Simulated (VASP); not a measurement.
A run of VASP 6.6.1 is set up as follows.

File POSCAR:

```
Ti
1.0
   -1.6299862453      1.6299862453      1.6299862453
    1.6299862453     -1.6299862453      1.6299862453
    1.6299862453      1.6299862453     -1.6299862453
Ti
1
Direct
    0.0000000000      0.0000000000      0.0000000000
```

INCAR.step1

```
  ALGO = Normal
  EDIFF = 1E-5
  ENCUT = 520
  GGA = PE
  ISIF = 2
  ISMEAR = -1
  LASPH = True
  LCHARG = False
  LREAL = False
  LWAVE = True
  NBANDS = 12
  NELM = 60
  PREC = Accurate
  SIGMA = 0.05
```

Contents of INCAR.step2:

```
  AEXX = 0.5
  AGGAC = 1.0
  AGGAX = 0.5
  ALDAC = 0.0
  ALDAX = 0.5
  ALGO = Normal
  EDIFF = 1E-6
  ENCUT = 520
  GGA = B5
  ISIF = 2
  ISMEAR = -1
  ISTART = 1
  LASPH = True
  LCHARG = False
  LHFCALC = True
  LREAL = False
  LWAVE = False
  NBANDS = 12
  NELM = 60
  PREC = Accurate
  PRECFOCK = Normal
  SIGMA = 0.05
```

KPOINTS

```
k-points
0
Gamma
  6 6 6
```

Potentials or basis: VASP PAW PBE potentials, release 64 (Ti_sv).

Command:

```sh
$ cat potpaw_PBE.64/Ti_sv/POTCAR > POTCAR
$ cp INCAR.step1 INCAR
$ mpirun -np 1 vasp_std > vasp.out
$ cp INCAR.step2 INCAR
$ mpirun -np 1 vasp_std > vasp.out
```

(1) Predict the band gap on the k mesh.

(2) What does it give for the pressure?

## Answers

(1) zero (band 6 reaches 11.79 eV, above the bottom of band 7 at 6.94 eV).

(2) 0.3 GPa.

Caveat: the k points lie up to 0.45 Å⁻¹ apart; the PAW data sets were made with another functional, which shifts forces and pressure a little.
